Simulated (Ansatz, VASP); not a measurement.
## One calculation of AlAs, two programs

File INCAR:

```
SYSTEM = AlAs
PREC = Accurate ; ENCUT = 500
EDIFF = 1E-7 ; ISMEAR = 0
SIGMA = 0.02 ; LREAL = .FALSE.
LASPH = .TRUE. ; NELM = 120
ALGO = Normal ; ISIF = 3
LWAVE = .FALSE. ; LCHARG = .FALSE.
GGA = PE ; IBRION = 2
NSW = 100 ; EDIFFG = -0.01
GGA_COMPAT = .FALSE. ; NELMIN = 4
```

File KPOINTS:

```
Automatic mesh
0
G
  8 8 8
  0 0 0
```

Contents of POSCAR:

```
AlAs
1.0
    0.0000000000      2.8303999900      2.8303999900
    2.8303999900      0.0000000000      2.8303999900
    2.8303999900      2.8303999900      0.0000000000
Al As
1 1
Direct
    0.0000000000      0.0000000000      0.0000000000
    0.2500000000      0.2500000000      0.2500000000
```

Input for Ansatz:

```yaml
crystal:
  lattice:
    - [0.0, 2.83039999, 2.83039999]
    - [2.83039999, 0.0, 2.83039999]
    - [2.83039999, 2.83039999, 0.0]
  atoms:
    - { symbol: Al, position: [0.0, 0.0, 0.0] }
    - { symbol: As, position: [0.25, 0.25, 0.25] }
basis:
  ecutwfc: 420
kpoints:
  mp_grid: { grid: [8, 8, 8] }
hamiltonian:
  xc: pbe
scf:
  occupations: { method: gaussian, width: 0.02 }
output:
  forces: true
  stress: true
  eigenvalues: true
  write_density: true
  write_potential: true
  elf: true
  volumetric_format: npy
relax:
  adjacent_minimum: "off"
  f_tol: 0.01
  max_steps: 80
  cell: { stress_tol: 0.05 }
```

Alike in both runs: task relaxation of cell and atoms; functional PBE; k mesh 8 × 8 × 8; occupations gaussian, width 0.02 eV; no spin polarisation.

|  | VASP | Ansatz |
| --- | --- | --- |
| version | VASP 6.6.1 | Ansatz 0.2.0 |
| potentials or method | VASP PAW PBE potentials, release 64 (Al, As), cutoff 500 eV | scalar-relativistic, plane waves, PAW |
| valence electrons in the cell | 8 | 18 |

```csv
,VASP,Ansatz,Ansatz less VASP
"gap on the k mesh at the Fermi level, each at its own relaxed structure (eV)",1.50,1.50,+0.005
relaxed volume (Å³/atom),23.55,23.49,-0.061
relaxed cell length with the largest relative difference (Å),4.054,4.050,-0.0035
```

VASP's potentials hold 8 valence electrons a cell and Ansatz's 18, so a difference there can come from the potentials and not from the codes.
